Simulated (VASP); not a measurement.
A run of VASP 6.6.1:

File INCAR:

```
SYSTEM = WS2
PREC = Accurate
ENCUT = 520
EDIFF = 1E-6
ISMEAR = 0
SIGMA = 0.02
LREAL = .False.
LASPH = .True.
NELM = 100
ALGO = Normal
ISIF = 2
LWAVE = .False.
LCHARG = .True.
LDIPOL = .True.
IDIPOL = 3
DIPOL = 0.5 0.5 0.500
GGA = PE
IVDW = 12
LELF = .True.
LVHAR = .True.
LVACPOTAV = .True.
NBANDS = 20
```

KPOINTS

```
regular mesh
0
Gamma
  12 12 1
  0 0 0
```

POSCAR

```
WS2
1.0
    3.0330000000      0.0000000000      0.0000000000
   -1.5165000000      2.6266550497      0.0000000000
    0.0000000000      0.0000000000     32.2910878415
S W
2 1
Direct
    0.3333333333      0.6666666667      0.4499303862
    0.3333333333      0.6666666667      0.5500818589
    0.6666666667      0.3333333333      0.5000061202
```

Potentials or basis: VASP PAW PBE potentials, release 64 (S, W_sv).

Command:

```console
$ cat potpaw_PBE.64/S/POTCAR potpaw_PBE.64/W_sv/POTCAR > POTCAR
$ mpirun -np 1 vasp_std > vasp.out
```

Hardware: 1 thread of Intel(R) Xeon(R) 6975P-C (Granite Rapids), with other jobs on the host.

Estimate the wall time of this run.

Wall time 86 s on 1 thread of Intel(R) Xeon(R) 6975P-C (Granite Rapids), with other jobs on the host, peak memory 0.4 GiB. Counts: scf iterations 22, k points 19.
